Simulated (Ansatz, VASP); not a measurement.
## BN in VASP and in Ansatz

```
B N
1.0
     0.00000    1.80750    1.80750
     1.80750    0.00000    1.80750
     1.80750    1.80750    0.00000
B N
1 1
Cartesian
  0.0000 0.0000 0.0000
  2.7113 2.7113 2.7113
```

Alike in both runs: task single point; functional PBEsol; k mesh 10 × 10 × 10; no spin polarisation.

```csv
,VASP,Ansatz
version,VASP 6.6.1,Ansatz 0.2.0
potentials or method,"VASP PAW PBE potentials, release 64 (B, N)","plane waves, PAW"
plane-wave cutoff (eV),600,420
occupations,"gaussian, width 0.01 eV",fixed
valence electrons in the cell,8,8
```

```csv
,VASP,Ansatz,Ansatz less VASP
gap on the k mesh at the Fermi level (eV),4.28,4.29,+0.013
pressure (GPa),-2.6,-2.9,-0.30
```

VASP's potentials were made for PBE, not for PBEsol.
